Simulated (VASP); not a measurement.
# SiO2 (P4_2/mnm) in VASP: further runs, part 2 of 2

VASP 6.6.1. Earlier steps stand in the parts before.

### 3 Electric field gradients, PBEsol (zz strain of +2 %)

The input, INCAR:

```
SYSTEM = SiO2
ALGO = Normal
EDIFF = 1E-8
ENCUT = 520
GGA = PS
ISIF = 2
ISMEAR = -1
LASPH = .TRUE.
LCHARG = .FALSE.
LEFG = .TRUE.
LREAL = .FALSE.
LWAVE = .FALSE.
NBANDS = 25
NELM = 80
PREC = Accurate
SIGMA = 0.03
```

The input, KPOINTS:

```
k-points
0
G
  6 6 9
  0 0 0
```

The input, POSCAR:

```
SiO2
1.0
    4.1801000000      0.0000000000      0.0000000000
    0.0000000000      4.1801000000      0.0000000000
    0.0000000000      0.0000000000      2.7211560000
Si O
2 4
Direct
    0.0000000000      0.0000000000      0.0000000000
    0.5000000000      0.5000000000      0.5000000000
    0.3067000000      0.3067000000      0.0000000000
    0.1933000000      0.8067000000      0.5000000000
    0.6933000000      0.6933000000      0.0000000000
    0.8067000000      0.1933000000      0.5000000000
```

Potentials or basis: VASP PAW PBE potentials, release 64 (Si, O).

The run is started by

```
$ cat potpaw_PBE.64/Si/POTCAR potpaw_PBE.64/O/POTCAR > POTCAR
$ mpirun -np 1 vasp_std > vasp.out
```

OUTCAR:

```text
SYSTEM = SiO2
   EDIFF = 1E-8
   ENCUT = 520
   GGA = PS
   ISIF = 2
   ISMEAR = -1
   LASPH = .TRUE.
   LREAL = .FALSE.
   NELM = 80
   PREC = Accurate

 ion  position               nearest neighbor table
   1  0.000  0.000  0.000-   4 1.78   6 1.78   4 1.78   6 1.78   5 1.81   3 1.81
   2  0.500  0.500  0.500-   3 1.78   5 1.78   3 1.78   5 1.78   4 1.81   6 1.81
   3  0.307  0.307  0.000-   2 1.78   2 1.78   1 1.81
   4  0.193  0.807  0.500-   1 1.78   1 1.78   2 1.81
   5  0.693  0.693  0.000-   2 1.78   2 1.78   1 1.81
   6  0.807  0.193  0.500-   1 1.78   1 1.78   2 1.81

  LATTYP: Found a simple tetragonal cell.
 ALAT       =     4.1801000000
 C/A-ratio  =     0.6509786847

[... 913 lines left out ...]
   3     -25.342   -25.342    50.684    84.476    -0.000     0.000
   4     -25.342   -25.342    50.684   -84.476     0.000     0.000
   5     -25.342   -25.342    50.684    84.476    -0.000     0.000
   6     -25.342   -25.342    50.684   -84.476     0.000    -0.000
---------------------------------------------------------------------

 Electric field gradients after diagonalization (V/A^2)
 (convention: |V_zz| > |V_xx| > |V_yy|)
----------------------------------------------------------------------
 ion       V_xx      V_yy      V_zz     asymmetry (V_yy - V_xx)/ V_zz
----------------------------------------------------------------------
   1      14.673     0.657   -15.330       0.914
   2      14.673     0.657   -15.330       0.914
   3      59.134    50.684  -109.818       0.077
   4      59.134    50.684  -109.818       0.077
   5      59.134    50.684  -109.818       0.077
   6      59.134    50.684  -109.818       0.077
----------------------------------------------------------------------

           NMR quadrupolar parameters

 Cq : quadrupolar parameter    Cq=e*Q*V_zz/h
 eta: asymmetry parameters     (V_yy - V_xx)/ V_zz
 Q  : nuclear electric quadrupole moment in mb (millibarn)
----------------------------------------------------------------------
 ion       Cq(MHz)       eta       Q (mb)
----------------------------------------------------------------------
   1      -0.037       0.914       1.000
   2      -0.037       0.914       1.000
   3      -0.266       0.077       1.000
   4      -0.266       0.077       1.000
   5      -0.266       0.077       1.000
   6      -0.266       0.077       1.000
----------------------------------------------------------------------
```

OSZICAR:

```text
N       E                     dE             d eps       ncg     rms          rms(c)
DAV:   1     0.133630709010E+03    0.13363E+03   -0.17557E+04  2516   0.123E+03
DAV:   2    -0.461519267498E+02   -0.17978E+03   -0.17219E+03  3217   0.278E+02
DAV:   3    -0.531133763161E+02   -0.69614E+01   -0.69303E+01  3347   0.522E+01
DAV:   4    -0.531576957822E+02   -0.44319E-01   -0.44307E-01  2908   0.485E+00
DAV:   5    -0.531580547712E+02   -0.35899E-03   -0.35893E-03  3361   0.410E-01    0.166E+01
DAV:   6    -0.489866562326E+02    0.41714E+01   -0.11559E+01  3178   0.226E+01    0.792E+00
DAV:   7    -0.489765954613E+02    0.10061E-01   -0.62549E-01  3040   0.455E+00    0.292E+00
DAV:   8    -0.489667926943E+02    0.98028E-02   -0.23701E-02  3189   0.132E+00    0.993E-01
DAV:   9    -0.489666836681E+02    0.10903E-03   -0.54334E-03  3174   0.618E-01    0.251E-01
DAV:  10    -0.489667787602E+02   -0.95092E-04   -0.30897E-04  3154   0.127E-01    0.445E-02
DAV:  11    -0.489667672623E+02    0.11498E-04   -0.46408E-05  3277   0.491E-02    0.102E-02
DAV:  12    -0.489667672162E+02    0.46031E-07   -0.33068E-06  3073   0.131E-02    0.224E-03
DAV:  13    -0.489667672875E+02   -0.71284E-07   -0.18505E-07  3237   0.303E-03    0.284E-03
DAV:  14    -0.489667672744E+02    0.13103E-07   -0.54715E-09  2384   0.515E-04    0.640E-04
DAV:  15    -0.489667672871E+02   -0.12732E-07   -0.29092E-09  1877   0.431E-04    0.101E-04
DAV:  16    -0.489667672918E+02   -0.46693E-08   -0.99078E-10  1780   0.226E-04
   1 F= -.48966767E+02 E0= -.48966767E+02  d E =-.226271E-10
```

stdout:

```text
POSCAR found type information on POSCAR SiO
 POSCAR found :  2 types and       6 ions
 scaLAPACK will be used
 -----------------------------------------------------------------------------
|                                                                             |
|                                                                             |
|     You enforced a specific xc type in the INCAR file but a different       |
|     I HOPE YOU KNOW WHAT YOU ARE DOING!                                     |
|                                                                             |
 -----------------------------------------------------------------------------

 LDA part: xc-table for (Slater+PW92), standard interpolation
 POSCAR, INCAR and KPOINTS ok, starting setup
 FFT: planning ... GRIDC
 FFT: planning ... GRID_SOFT
 FFT: planning ... GRID
 WAVECAR not read
 entering main loop
ion   1

ion   2

ion   3

ion   4

ion   5

ion   6
```

It took 36 s on 1 thread of Intel Xeon Platinum 8488C (Sapphire Rapids), shared host; peak memory 0.15 GiB.

Results:

| Quantity | Value |
| --- | --- |
| Free energy | -48.9668 eV |
| Pressure | -2.6 GPa |
| Largest force | 0.209 eV/Å |
| Band gap on the k mesh | 5.15 eV, direct |

Forces on the atoms (eV/Å):
```
Si   0.000  0.000  0.000
Si   0.000  0.000  0.000
O   -0.148 -0.148  0.000
O    0.148 -0.148  0.000
O    0.148  0.148  0.000
O   -0.148  0.148  0.000
```

Stress tensor (GPa, compression positive):
```
 0.26  0.00  0.00
 0.00  0.26  0.00
 0.00  0.00 -8.42
```

Electric field gradients, principal values (V/Å²):
| atom | least | middle | greatest (by size) |
| --- | --- | --- | --- |
| 1 Si | 0.657 | 14.673 | -15.330 |
| 2 Si | 0.657 | 14.673 | -15.330 |
| 3 O | 50.684 | 59.134 | -109.818 |
| 4 O | 50.684 | 59.134 | -109.818 |
| 5 O | 50.684 | 59.134 | -109.818 |
| 6 O | 50.684 | 59.134 | -109.818 |

Caveat: the cell differs from its parent crystal (zz strain of +2 %); without QUAD_EFG the Cq values of the log hold for a quadrupole moment of 1 mb, not for the nuclei; the PAW data sets were made with another functional, which shifts forces and pressure a little.
